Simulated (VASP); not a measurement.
**Na: single point with PBE**

The system is Na.

```xyz
2
Lattice="0.0000 3.0421 3.0421 3.0421 0.0000 3.0421 3.0421 3.0421 0.0000" Properties=species:S:1:pos:R:3 pbc="T T T"
Na   -0.7605   -0.7605   -0.7605
Na    0.7605    0.7605    0.7605
```

This cell differs from its parent crystal: volume scaled by 0.52.

| Property | Result |
| --- | --- |
| Program | VASP 6.6.1 |
| Task | single point |
| Functional | PBE |
| Potentials or basis | VASP PAW PBE potentials, release 64 (Na_pv) |
| Cutoff | 520 eV |
| k mesh | 9 × 9 × 9 |
| Occupations | fermi-dirac, width 0.05 eV |
| Spin | no spin polarisation |

```yaml
Pressure: 6.0 GPa
Band_gap_on_the_k_mesh: zero (band 7 reaches 1.94 eV, above the bottom of band 8 at 0.90 eV)
```

Levels at points of the mesh, in eV from the Fermi level:
```
           k point  band 4  band 5  band 6  band 7  band 8  band 9  band 10  band 11
(0.00, 0.00, 0.00)  -25.66  -25.66  -25.66   -3.97    6.97    6.97     6.97     7.12
```

Wall time 13 s on 1 thread of Intel(R) Xeon(R) Platinum 8488C (Sapphire Rapids), with other jobs on the host, peak memory 0.16 GiB.
